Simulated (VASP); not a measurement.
# BN (P6_3/mmc) in VASP: a series of runs, part 2 of 2

VASP 6.6.1.

**3. Single point, PBE**

File INCAR:

```
SYSTEM = BN
ALGO     = Normal         ! electronic algorithm
EDIFF    = 1E-6           ! SCF threshold, eV
ENCUT    = 520            ! plane-wave cutoff, eV
GGA      = PE             ! functional
ISIF     = 2              ! what is computed and relaxed
ISMEAR   = 0              ! smearing method
LASPH    = .TRUE.         ! aspherical terms in the spheres
LCHARG   = .FALSE.        ! write CHGCAR
LREAL    = .FALSE.        ! projectors in reciprocal space
LWAVE    = .FALSE.        ! write WAVECAR
NBANDS   = 16             ! bands
NELM     = 100            ! most SCF steps
PREC     = Accurate       ! precision mode
SIGMA    = 0.01           ! smearing width, eV
```

File KPOINTS:

```
k-points
0
G
  6 6 4
  0 0 0
```

File POSCAR:

```
BN
1.0
    2.4913353509      0.0000000000      0.0000000000
   -1.2456676755      2.1575597032      0.0000000000
    0.0000000000      0.0000000000      4.0010591815
B N
2 2
Direct
    0.0000000000      0.0000000000      0.0000000000
    0.0000000000      0.0000000000      0.5000000000
    0.3333333333      0.6666666667      0.2500000000
    0.6666666667      0.3333333333      0.7500000000
```

Potentials or basis: VASP PAW PBE potentials, release 64 (B, N).

On the command line:

```
> cat potpaw_PBE.64/B/POTCAR potpaw_PBE.64/N/POTCAR > POTCAR
> mpirun -np 1 vasp_std > vasp.out
```

OUTCAR:

```text
SYSTEM = BN
   EDIFF = 1E-6
   ENCUT = 520
   GGA = PE
   ISIF = 2
   ISMEAR = 0
   LASPH = .TRUE.
   LREAL = .FALSE.
   NELM = 100
   PREC = Accurate

 ion  position               nearest neighbor table
   1  0.000  0.000  0.000-   3 1.75   4 1.75   4 1.75   3 1.75   4 1.75   3 1.75   2 2.00   2 2.00

   2  0.000  0.000  0.500-   3 1.75   4 1.75   4 1.75   3 1.75   4 1.75   3 1.75   1 2.00   1 2.00

   3  0.333  0.667  0.250-   1 1.75   2 1.75   1 1.75   2 1.75   1 1.75   2 1.75
   4  0.667  0.333  0.750-   1 1.75   2 1.75   1 1.75   2 1.75   1 1.75   2 1.75

  LATTYP: Found a hexagonal cell.
 ALAT       =     2.4913353509
 C/A-ratio  =     1.6059898079

  Lattice vectors:

 A1 = (   2.4913353509,   0.0000000000,   0.0000000000)
 A2 = (  -1.2456676755,   2.1575597032,   0.0000000000)
 A3 = (   0.0000000000,   0.0000000000,   4.0010591815)

Analysis of symmetry for initial positions (statically):
=====================================================================
 Subroutine PRICEL returns:
 Original cell was already a primitive cell.

 Routine SETGRP: Setting up the symmetry group for a
 hexagonal supercell.

 Subroutine GETGRP returns: Found 24 space group operations
 (whereof 12 operations were pure point group operations)
 out of a pool of 24 trial point group operations.

The static configuration has the point symmetry D_3d.
 The point group associated with its full space group is D_6h.

Analysis of symmetry for dynamics (positions and initial velocities):
=====================================================================
 Subroutine PRICEL returns:
 Original cell was already a primitive cell.

 Routine SETGRP: Setting up the symmetry group for a
 hexagonal supercell.

 Subroutine GETGRP returns: Found 24 space group operations
 (whereof 12 operations were pure point group operations)
[... 122 lines left out ...]
     AMIX     =   0.40;   BMIX     =  1.00
     AMIX_MAG =   1.60;   BMIX_MAG =  1.00
  volume/ion in A,a.u.               =       5.38        36.28
  Fermi-wavevector in a.u.,A,eV,Ry     =   1.483400  2.803219 29.939272  2.200474
  Thomas-Fermi vector in A             =   2.597066
   LORBIT       =      0    0 simple, 1 ext, 2 COOP (PROOUT), +10 PAW based schemes
   GGA     = PE    functional components
   LHFCALC =     F    Hartree Fock is set to
   AEXX    =    0.0000 exact exchange contribution
   IVDW    =     0    specifies the selected vdW correction
   LEPSILON=     F    determine dielectric tensor
   LRPA    =     F    only Hartree local field effects (RPA)
 non-spin polarized calculation
 Gauss-broadening in eV      SIGMA  =   0.01
  energy-cutoff  :      520.00
  volume of cell :       21.51
 maximum number of plane-waves:       592
 NGX is ok and might be reduce to    20
   NGX =  9   NGY =  9   NGZ = 15

 number of electron      15.9999997 magnetization

 Free energy of the ion-electron system (eV)
  ---------------------------------------------------
  ext. energy  EPLUGINS =         0.00000000
  ---------------------------------------------------
  free energy    TOTEN  =       -27.83241045 eV

  energy without entropy =      -27.83241045  energy(sigma->0) =      -27.83241045

 E-fermi :  10.2721     XC(G=0): -13.6614

 val. band max:       10.1395792779   @ k =   0.1667  -0.0000   0.0000
 cond. band min:      11.7172956408   @ k =   0.3333   0.3333   0.0000
 fundamental gap:      1.5777163629
 Fermi energy:        10.2720545759

 k-point     1 :       0.0000    0.0000    0.0000
  band No.  band energies     occupation
      1     -12.1701      2.00000
      2      -7.0409      2.00000
      3      -2.0619      2.00000
      4       8.6828      2.00000
      5       8.6828      2.00000
      6       9.4638      2.00000
[... 376 lines left out ...]
      3      -0.4405      2.00000
      4      -0.4405      2.00000
      5       0.1378      2.00000
      6       0.1378      2.00000
[... 8 lines left out ...]
     15      25.9374      0.00000
     16      25.9374      0.00000

------------------------ aborting loop because EDIFF is reached ----------------------------------------

  FORCE on cell =-STRESS in cart. coord.  units (eV):
  Direction    XX          YY          ZZ          XY          YZ          ZX
  --------------------------------------------------------------------------------------
  -------------------------------------------------------------------------------------
  Total        0.5152526      0.5152526      0.7701163     -0.0000000      0.0000000      0.0000000
  in kB       38.3849317     38.3849317     57.3715898     -0.0000000      0.0000000      0.0000000
  external PRESSURE =      44.7138177 kB  Pullay stress =       0.0000000 kB

 VOLUME and BASIS-vectors are now :
 -----------------------------------------------------------------------------
  energy-cutoff  :      520.00
  volume of cell :       21.51
      direct lattice vectors                 reciprocal lattice vectors
     2.491335351  0.000000000  0.000000000     0.401391165  0.231743297  0.000000000
    -1.245667676  2.157559703  0.000000000     0.000000000  0.463486595  0.000000000
     0.000000000  0.000000000  4.001059181     0.000000000  0.000000000  0.249933819

 POSITION                                       TOTAL-FORCE (eV/Angst)
 -----------------------------------------------------------------------------------
      0.00000      0.00000      0.00000        -0.000000      0.000000     -0.000000
      0.00000      0.00000      2.00053        -0.000000      0.000000     -0.000000
     -0.00000      1.43837      1.00026        -0.000000      0.000000      0.000000
      1.24567      0.71919      3.00079         0.000000     -0.000000      0.000000
 -----------------------------------------------------------------------------------
    total drift:                                0.000000     -0.000000      0.000000

  FREE ENERGIE OF THE ION-ELECTRON SYSTEM (eV)
  ---------------------------------------------------
  free  energy   TOTEN  =       -27.8324104475 eV

  energy  without entropy=      -27.8324104475  energy(sigma->0) =      -27.83241045
```

OSZICAR:

```text
N       E                     dE             d eps       ncg     rms          rms(c)
DAV:   1     0.422317287009E+02    0.42232E+02   -0.85273E+03   672   0.100E+03
DAV:   2    -0.272465336308E+02   -0.69478E+02   -0.62066E+02   960   0.223E+02
DAV:   3    -0.293684042893E+02   -0.21219E+01   -0.21130E+01   784   0.361E+01
DAV:   4    -0.293729937210E+02   -0.45894E-02   -0.45873E-02   832   0.184E+00
DAV:   5    -0.293730109959E+02   -0.17275E-04   -0.17275E-04   808   0.898E-02    0.872E+00
DAV:   6    -0.278257398711E+02    0.15473E+01   -0.20096E+00   952   0.139E+01    0.334E+00
DAV:   7    -0.278318837244E+02   -0.61439E-02   -0.29673E-01   816   0.421E+00    0.230E+00
DAV:   8    -0.278338264523E+02   -0.19427E-02   -0.88099E-03   840   0.100E+00    0.258E-01
DAV:   9    -0.278323414023E+02    0.14851E-02   -0.17235E-03   856   0.514E-01    0.643E-02
DAV:  10    -0.278324088790E+02   -0.67477E-04   -0.25472E-04   776   0.132E-01    0.165E-02
DAV:  11    -0.278324105644E+02   -0.16854E-05   -0.80635E-06   848   0.263E-02    0.390E-03
DAV:  12    -0.278324104475E+02    0.11690E-06   -0.48019E-07   392   0.714E-03
   1 F= -.27832410E+02 E0= -.27832410E+02  d E =-.142500E-79
```

stdout:

```text
POSCAR found type information on POSCAR B N
 POSCAR found :  2 types and       4 ions
 scaLAPACK will be used
 LDA part: xc-table for (Slater+PW92), standard interpolation
 POSCAR, INCAR and KPOINTS ok, starting setup
 FFT: planning ... GRIDC
 FFT: planning ... GRID_SOFT
 FFT: planning ... GRID
 WAVECAR not read
 entering main loop
```

It took 6.6 s on 1 thread of Intel Xeon 8259CL, shared host; peak memory 0.13 GiB.

Results:

```
Free energy            : -27.8324 eV
Pressure               : 4.5 GPa
Band gap on the k mesh : 1.58 eV (least direct gap 5.53 eV)
```

Caveat: the k points lie up to 0.49 Å⁻¹ apart. A k mesh can miss the band edges.

**4. Single point, LDA**

File INCAR:

```
SYSTEM = BN
PREC = Accurate
ENCUT = 520
EDIFF = 1E-7
ISMEAR = 0
SIGMA = 0.01
LREAL = .FALSE.
LASPH = .TRUE.
NELM = 100
ALGO = Normal
ISIF = 2
LWAVE = .FALSE.
LCHARG = .FALSE.
NBANDS = 16
```

File KPOINTS:

```
regular mesh
0
G
  6 6 4
  0 0 0
```

POSCAR is that of step 3.

Potentials or basis: VASP PAW LDA potentials, release 64 (B, N).

On the command line:

```
> cat potpaw_LDA.64/B/POTCAR potpaw_LDA.64/N/POTCAR > POTCAR
> mpirun -np 1 vasp_std > vasp.out
```

Run time: 6.2 s. Hardware: 1 thread of Intel Xeon 8259CL, shared host; peak memory 0.12 GiB.

Results (log left out):

```yaml
Free_energy: -31.8422 eV
Pressure: -9.5 GPa
Band_gap_on_the_k_mesh: 1.67 eV (least direct gap 5.52 eV)
```

Stress tensor (GPa, compression positive):
```
-10.74   0.00   0.00
  0.00 -10.74   0.00
  0.00   0.00  -7.10
```

Levels at points of the mesh, in eV from the valence-band top:
```tsv
k point	band 6	band 7	band 8	band 9	band 10	band 11
(0.00, 0.00, 0.00)	-0.67	-0.67	-0.20	5.87	8.16	8.16
(0.50, 0.00, 0.00)	-5.73	-4.31	-0.58	5.25	5.61	5.98
(0.00, 0.00, 0.50)	-0.97	-0.97	-0.97	7.17	7.17	7.64
(0.50, 0.00, 0.50)	-3.92	-3.24	-3.24	4.81	4.81	7.49
```

Caveat: the k points lie up to 0.49 Å⁻¹ apart. A k mesh can miss the band edges.
